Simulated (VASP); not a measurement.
Wanted: the native input for a VASP 6.6.1 run.

| Item | Value |
| --- | --- |
| Task | single point |
| Functional | PBE |
| Potentials or basis | VASP PAW PBE potentials, release 64 (B) |
| Cutoff | 520 eV |
| k mesh | 25 × 25 × 23 |
| Occupations | fermi-dirac, width 0.1 eV |
| Spin | no spin polarisation |
| Dipole correction | no |
| Further INCAR settings | ALGO = Normal; EDIFF = 1e-06; NBANDS = 8 |

The structure of B lies in POSCAR:

```
B
1.0
    1.6014547794      0.0000000000      0.0000000000
   -0.8007273897      1.3869005220      0.0000000000
    0.0000000000      0.0000000000      1.7005331919
B
1
Direct
    0.0000000000      0.0000000000      0.0000000000
```

These files were run (other wordings do the same):

INCAR

```
SYSTEM = B
PREC = Accurate
ENCUT = 520
EDIFF = 1E-6
ISMEAR = -1
SIGMA = 0.1
LREAL = .FALSE.
LASPH = .TRUE.
NELM = 60
ALGO = Normal
ISIF = 2
LWAVE = .FALSE.
LCHARG = .FALSE.
GGA = PE
NBANDS = 8
```

KPOINTS

```
Automatic mesh
0
G
  25 25 23
  0 0 0
```

Potentials or basis: VASP PAW PBE potentials, release 64 (B).

Command:

```bash
$ cat potpaw_PBE.64/B/POTCAR > POTCAR
$ mpirun -np 1 vasp_std > vasp.out
```

It gave:

```yaml
Pressure: 331.0 GPa
```

Wall time 8.9 s on 1 thread of Intel Xeon 6975P-C, with other jobs on the host, peak memory 0.12 GiB.
